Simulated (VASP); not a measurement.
Write the native input for VASP 6.6.1 that does the following.

* Task: single point
* Functional: RPBE
* Potentials or basis: VASP PAW PBE potentials, release 64 (Cd, S)
* Cutoff: 520 eV
* k mesh: 8 × 8 × 8
* Occupations: fermi-dirac, width 0.05 eV
* Spin: no spin polarisation
* Dipole correction: no
* Further INCAR settings: ALGO = Normal; EDIFF = 1e-06; NBANDS = 16

The structure of CdS (Hawleyite) lies in POSCAR:

```
CdS
1.0
    0.0000000000      2.8569628861      2.8569628861
    2.8569628861      0.0000000000      2.8569628861
    2.8569628861      2.8569628861      0.0000000000
Cd S
1 1
Direct
    0.0000000000      0.0000000000      0.0000000000
    0.7500000000      0.7500000000      0.7500000000
```

One way to write it, as run:

INCAR

```
ALGO     = Normal         # electronic algorithm
EDIFF    = 1E-6           # SCF threshold, eV
ENCUT    = 520            # plane-wave cutoff, eV
GGA      = RP             # functional
ISIF     = 2              # what is computed and relaxed
ISMEAR   = -1             # smearing method
LASPH    = True           # aspherical terms in the spheres
LCHARG   = False          # write CHGCAR
LREAL    = False          # projectors in reciprocal space
LWAVE    = False          # write WAVECAR
NBANDS   = 16             # bands
NELM     = 100            # most SCF steps
PREC     = Accurate       # precision mode
SIGMA    = 0.05           # smearing width, eV
```

KPOINTS

```
k-points
0
Gamma
  8 8 8
```

Potentials or basis: VASP PAW PBE potentials, release 64 (Cd, S).

Launch:

```console
$ cat potpaw_PBE.64/Cd/POTCAR potpaw_PBE.64/S/POTCAR > POTCAR
$ mpirun -np 1 vasp_std > vasp.out
```

Results of the run:

```json
{"Pressure": "10.4 GPa", "Band gap on the k mesh": "1.46 eV, direct"}
```

Caveat: the PAW data sets were made with another functional, which shifts forces and pressure a little.

It took 29 s on 1 thread of Intel Xeon 6975P-C, on a shared host, peak memory 0.18 GiB.
